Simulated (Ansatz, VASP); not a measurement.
# Two plane-wave programs on Hf5Se6S4

```xyz
15
Lattice="0.0000 0.0000 -6.2105 0.0000 6.4654 0.0000 9.3320 -3.2327 0.0000" Properties=species:S:1:pos:R:3 pbc="T T T"
Hf    0.0000    0.0000    0.0000
Hf    3.7328    0.0000    0.0000
Hf    1.8664    3.2327    0.0000
Hf    7.4656    0.0000    0.0000
Hf    5.5992    3.2327    0.0000
Se    1.8664    1.0776   -1.4660
Se    5.5992    1.0776   -1.4660
Se    3.7328    4.3103   -1.4660
Se    0.0000    4.3103   -1.4660
Se    9.3320   -1.0776   -4.7445
Se    3.7328    2.1551   -4.7445
S     7.4656   -2.1551   -1.4660
S     1.8664    5.3878   -4.7445
S     7.4656    2.1551   -4.7445
S     5.5992   -1.0776   -4.7445
```

Alike in both runs: task single point; functional PBE; dispersion D3(BJ); k mesh 4 × 4 × 4; occupations gaussian, width 0.1 eV; no spin polarisation.

|  | VASP | Ansatz |
| --- | --- | --- |
| version | VASP 6.6.1 | Ansatz 0.2.0 |
| potentials or method | VASP PAW PBE potentials, release 64 (Hf_pv, Se, S), cutoff 520 eV | scalar-relativistic, plane waves, PAW |
| valence electrons in the cell | 110 | 250 |

|  | VASP | Ansatz | Ansatz less VASP |
| --- | --- | --- | --- |
| gap on the k mesh at the Fermi level (eV) | 0.92 | 0.91 | -0.012 |
| least direct gap on the mesh (eV) | 1.08 | 1.07 | -0.006 |
| pressure (GPa) | 0.3 | 0.7 | +0.38 |
| rms of the force components (eV/Å) | 0.629 | 0.635 | +0.0061 |

VASP's potentials hold 110 valence electrons a cell and Ansatz's 250, so a difference there can come from the potentials and not from the codes.

Neither program's run includes spin-orbit coupling.
